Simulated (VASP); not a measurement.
# Ta (Im-3m) in VASP: a series of runs

Ta is run at these levels: PBE; tasks: single point, relaxation of cell and atoms.

All numbers are computed with VASP 6.6.1; they aren't measurements. Logs are shortened: lines on timing, memory, paths and dates and some standing lists are left out, and cuts for length are marked.

## (1) The cell of the first run

It takes space group Im-3m (No. 229, cubic). The conventional cell has a = 3.320 Å, b = 3.320 Å, c = 3.320 Å, α = 90.00°, β = 90.00°, γ = 90.00°. Ta (site symmetry m-3m) has 14 Ta at 2.87 to 3.32 Å within 3.8 Å.

## (2) Single point, PBE

The input, INCAR:

```
SYSTEM = Ta
PREC = Accurate ; ENCUT = 520
EDIFF = 1E-7 ; ISMEAR = -1
SIGMA = 0.08 ; LREAL = .False.
LASPH = .True. ; NELM = 60
ALGO = Normal ; ISIF = 2
LWAVE = .False. ; LCHARG = .False.
GGA = PE ; NBANDS = 12
```

The input, KPOINTS:

```
regular mesh
0
Gamma
  18 18 18
  0 0 0
```

The input, POSCAR:

```
Ta
1.0
   -1.6597773585      1.6597773585      1.6597773585
    1.6597773585     -1.6597773585      1.6597773585
    1.6597773585      1.6597773585     -1.6597773585
Ta
1
Direct
    0.0000000000      0.0000000000      0.0000000000
```

Potentials or basis: VASP PAW PBE potentials, release 64 (Ta_pv).

On the command line:

```sh
$ cat potpaw_PBE.64/Ta_pv/POTCAR > POTCAR
$ mpirun -np 1 vasp_std > vasp.out
```

OUTCAR:

```text
SYSTEM = Ta
   PREC = Accurate
   ENCUT = 520
   EDIFF = 1E-7
   ISMEAR = -1
   LREAL = .False.
   LASPH = .True.
   NELM = 60
   ISIF = 2
   GGA = PE

 ion  position               nearest neighbor table
   1  0.000  0.000  0.000-

  LATTYP: Found a body centered cubic cell.
 ALAT       =     3.3195547170

  Lattice vectors:

 A1 = (  -1.6597773585,   1.6597773585,   1.6597773585)
 A2 = (   1.6597773585,  -1.6597773585,   1.6597773585)
 A3 = (   1.6597773585,   1.6597773585,  -1.6597773585)

Analysis of symmetry for initial positions (statically):
=====================================================================
 Subroutine PRICEL returns:
 Original cell was already a primitive cell.

 Routine SETGRP: Setting up the symmetry group for a
 body centered cubic supercell.

 Subroutine GETGRP returns: Found 48 space group operations
 (whereof 48 operations were pure point group operations)
 out of a pool of 48 trial point group operations.

The static configuration has the point symmetry O_h .

Analysis of symmetry for dynamics (positions and initial velocities):
=====================================================================
 Subroutine PRICEL returns:
 Original cell was already a primitive cell.

 Routine SETGRP: Setting up the symmetry group for a
 body centered cubic supercell.

 Subroutine GETGRP returns: Found 48 space group operations
 (whereof 48 operations were pure point group operations)
 out of a pool of 48 trial point group operations.

The dynamic configuration has the point symmetry O_h .

 Subroutine INISYM returns: Found 48 space group operations
 (whereof 48 operations are pure point group operations),
 and found     1 'primitive' translations

----------------------------------------------------------------------------------------

                                     Primitive cell

  volume of cell :      18.2898

  direct lattice vectors                    reciprocal lattice vectors
    -1.659777358  1.659777358  1.659777358     0.000000000  0.301245223  0.301245223
     1.659777358 -1.659777358  1.659777358     0.301245223  0.000000000  0.301245223
     1.659777358  1.659777358 -1.659777358     0.301245223  0.301245223  0.000000000

  length of vectors
     2.874818714  2.874818714  2.874818714     0.426025080  0.426025080  0.426025080

  position of ions in fractional coordinates (direct lattice)
     0.000000000  0.000000000  0.000000000

  ion indices of the primitive-cell ions
   primitive index   ion index
                 1           1

----------------------------------------------------------------------------------------

 KPOINTS: regular mesh

Automatic generation of k-mesh.
 Grid dimensions read from file:
 generate k-points for:   18   18   18

 Generating k-lattice:

  Cartesian coordinates                     Fractional coordinates (reciprocal lattice)
     0.000000000  0.016735846  0.016735846     0.055555556  0.000000000  0.000000000
     0.016735846  0.000000000  0.016735846     0.000000000  0.055555556  0.000000000
     0.016735846  0.016735846  0.000000000     0.000000000  0.000000000  0.055555556

  Length of vectors
     0.023668060  0.023668060  0.023668060

  Shift w.r.t. Gamma in fractional coordinates (k-lattice)
     0.000000000  0.000000000  0.000000000

 Subroutine IBZKPT returns following result:
 ===========================================

 Found    195 irreducible k-points:

 Following reciprocal coordinates:
            Coordinates               Weight
  0.000000  0.000000  0.000000      1.000000
  0.055556  0.000000  0.000000     12.000000
  0.111111  0.000000  0.000000     12.000000
  0.166667  0.000000  0.000000     12.000000
  0.222222  0.000000  0.000000     12.000000
  0.277778  0.000000  0.000000     12.000000
[... 16 lines left out ...]
  0.333333  0.111111 -0.000000     48.000000
  0.388889  0.111111 -0.000000     48.000000
 [... further k-points ...]
   k-points           NKPTS =    195   k-points in BZ     NKDIM =    195   number of bands    NBANDS=     12
   number of dos      NEDOS =    301   number of ions     NIONS =      1
   total plane-waves  NPLWV =  13824
   dimension x,y,z NGX =    24 NGY =   24 NGZ =   24
   dimension x,y,z NGXF=    48 NGYF=   48 NGZF=   48
   ions per type =               1
   NGX,Y,Z   is equivalent  to a cutoff of  13.88, 13.88, 13.88 a.u.
   NGXF,Y,Z  is equivalent  to a cutoff of  27.76, 27.76, 27.76 a.u.
 SYSTEM =  Ta
   PREC   = accura    normal or accurate (medium, high low for compatibility)
   ISTART =      0    job   : 0-new  1-cont  2-samecut
   ICHARG =      2    charge: 1-file 2-atom 10-const
   ISPIN  =      1    spin polarized calculation?
   LNONCOLLINEAR =      F non collinear calculations
   LSORBIT =      F    spin-orbit coupling
   LASPH  =      T    aspherical Exc in radial PAW
   ENCUT  =  520.0 eV  38.22 Ry    6.18 a.u.   5.35  5.35  5.35*2*pi/ulx,y,z
   NELM   =     60;   NELMIN=  2; NELMDL= -5     # of ELM steps
   EDIFF  = 0.1E-06   stopping-criterion for ELM
   LREAL  =      F    real-space projection
   EDIFFG = 0.1E-05   stopping-criterion for IOM
   NSW    =      0    number of steps for IOM
   IBRION =     -1    ionic relax: 0-MD 1-quasi-New 2-CG
   NFREE  =      0    steps in history (QN), initial steepest desc. (CG)
   ISIF   =      2    stress and relaxation
   ISYM   =      2    0-nonsym 1-usesym 2-fastsym
   POTIM  = 0.5000    time-step for ionic-motion
   TEBEG  =    0.0;   TEEND  =   0.0 temperature during run
   PSTRESS=    0.0 pullay stress
   NELECT =      11.0000    total number of electrons
   NUPDOWN=      -1.0000    fix difference up-down
   EMIN   =  10.00;   EMAX   =-10.00  energy-range for DOS
   EFERMI =   0.00;   METHOD = LEGACY
   ISMEAR =    -1;   SIGMA  =   0.08  broadening in eV -4-tet -1-fermi 0-gaus
   EFERMI_NEDOS =   21; number of points for ismear=-14 and -15
   IALGO  =     38    algorithm
   IMIX   =      4    mixing-type and parameters
     AMIX     =   0.40;   BMIX     =  1.00
     AMIX_MAG =   1.60;   BMIX_MAG =  1.00
  volume/ion in A,a.u.               =      18.29       123.43
  Fermi-wavevector in a.u.,A,eV,Ry     =   1.381876  2.611368 25.981449  1.909583
  Thomas-Fermi vector in A             =   2.506620
   LORBIT       =      0    0 simple, 1 ext, 2 COOP (PROOUT), +10 PAW based schemes
   GGA     = PE    functional components
   LHFCALC =     F    Hartree Fock is set to
   AEXX    =    0.0000 exact exchange contribution
   IVDW    =     0    specifies the selected vdW correction
   LEPSILON=     F    determine dielectric tensor
   LRPA    =     F    only Hartree local field effects (RPA)
 non-spin polarized calculation
  energy-cutoff  :      520.00
  volume of cell :       18.29
 maximum number of plane-waves:       531
 NGX is ok and might be reduce to    24
   NGX = 11   NGY = 11   NGZ = 11

 number of electron      11.0000001 magnetization

 Free energy of the ion-electron system (eV)
  ---------------------------------------------------
  ext. energy  EPLUGINS =         0.00000000
  ---------------------------------------------------
  free energy    TOTEN  =       -11.82676265 eV

  energy without entropy =      -11.79881432  energy(sigma->0) =      -11.81278848

 E-fermi :   5.3742     XC(G=0): -12.5397

 val. band max:        5.3741729603   @ k =   0.3333   0.1667   0.0556
 cond. band min:       5.3899980796   @ k =  -0.2778   0.3889   0.1111
 fundamental gap:      0.0158251192
 Fermi energy:         5.3742480723

 k-point     1 :       0.0000    0.0000    0.0000
  band No.  band energies     occupation
      1     -27.7680      2.00000
      2     -27.7680      2.00000
      3     -27.7680      2.00000
      4      -2.4945      2.00000
      5       6.0978      0.00024
      6       6.0978      0.00024
      7       6.0978      0.00024
      8       9.3168      0.00000
      9       9.3168      0.00000
     10      20.0099      0.00000
     11      20.3010      0.00000
     12      20.3010      0.00000

 k-point     2 :       0.0556    0.0000    0.0000
  band No.  band energies     occupation
      1     -27.8046      2.00000
      2     -27.7793      2.00000
      3     -27.7682      2.00000
      4      -2.3586      2.00000
      5       6.0093      0.00071
      6       6.0730      0.00032
      7       6.2305      0.00004
      8       9.1715      0.00000
      9       9.3170      0.00000
     10      20.0100      0.00000
     11      20.4238      0.00000
     12      20.5396      0.00000

 k-point     3 :       0.1111    0.0000    0.0000
  band No.  band energies     occupation
      1     -27.9087      2.00000
      2     -27.8117      2.00000
      3     -27.7687      2.00000
      4      -1.9647      2.00000
      5       5.7652      0.01497
      6       5.9678      0.00120
      7       6.6243      0.00000
      8       8.8661      0.00000
      9       9.3250      0.00000
     10      20.0096      0.00000
     11      20.7309      0.00000
     12      21.2318      0.00000
[... 286 lines left out ...]
 k-point    23 :       0.3333    0.1111   -0.0000
  band No.  band energies     occupation
      1     -28.7385      2.00000
      2     -28.1219      2.00000
      3     -27.8222      2.00000
      4       1.3571      2.00000
      5       4.1136      2.00000
      6       5.4121      0.76801
      7       8.9978      0.00000
      8      10.1478      0.00000
      9      12.1322      0.00000
     10      17.6183      0.00000
     11      18.9748      0.00000
     12      20.0200      0.00000

 k-point    24 :       0.3889    0.1111   -0.0000
  band No.  band energies     occupation
      1     -28.8146      2.00000
      2     -28.1597      2.00000
      3     -27.8235      2.00000
      4       1.4367      2.00000
      5       3.9820      2.00000
      6       5.9777      0.00106
      7       9.0626      0.00000
      8      10.3287      0.00000
      9      13.1128      0.00000
     10      16.6372      0.00000
     11      18.2549      0.00000
     12      20.0172      0.00000

 [... further k-points ...]
[... 5 lines left out ...]
  --------------------------------------------------------------------------------------
  -------------------------------------------------------------------------------------
  Total        0.0103050      0.0103050      0.0103050     -0.0000000      0.0000000      0.0000000
  in kB        0.9027110      0.9027110      0.9027110     -0.0000000      0.0000000      0.0000000
  external PRESSURE =       0.9027110 kB  Pullay stress =       0.0000000 kB

 VOLUME and BASIS-vectors are now :
 -----------------------------------------------------------------------------
  energy-cutoff  :      520.00
  volume of cell :       18.29
      direct lattice vectors                 reciprocal lattice vectors
    -1.659777358  1.659777358  1.659777358     0.000000000  0.301245223  0.301245223
     1.659777358 -1.659777358  1.659777358     0.301245223  0.000000000  0.301245223
     1.659777358  1.659777358 -1.659777358     0.301245223  0.301245223  0.000000000

 POSITION                                       TOTAL-FORCE (eV/Angst)
 -----------------------------------------------------------------------------------
      0.00000      0.00000      0.00000         0.000000     -0.000000     -0.000000
 -----------------------------------------------------------------------------------
    total drift:                               -0.000000      0.000000      0.000000

  FREE ENERGIE OF THE ION-ELECTRON SYSTEM (eV)
  ---------------------------------------------------
  free  energy   TOTEN  =       -11.8267626505 eV

  energy  without entropy=      -11.7988143157  energy(sigma->0) =      -11.81278848
```

It took 20 s on 1 thread of Intel Xeon Platinum 8488C (Sapphire Rapids), shared host; peak memory 0.17 GiB.

What came out:

```
Free energy : -11.8268 eV
Pressure    : 0.1 GPa
```

Caveat: spin-orbit coupling is left out, which moves the levels of the heavy elements.

[end of part 1 of 2]
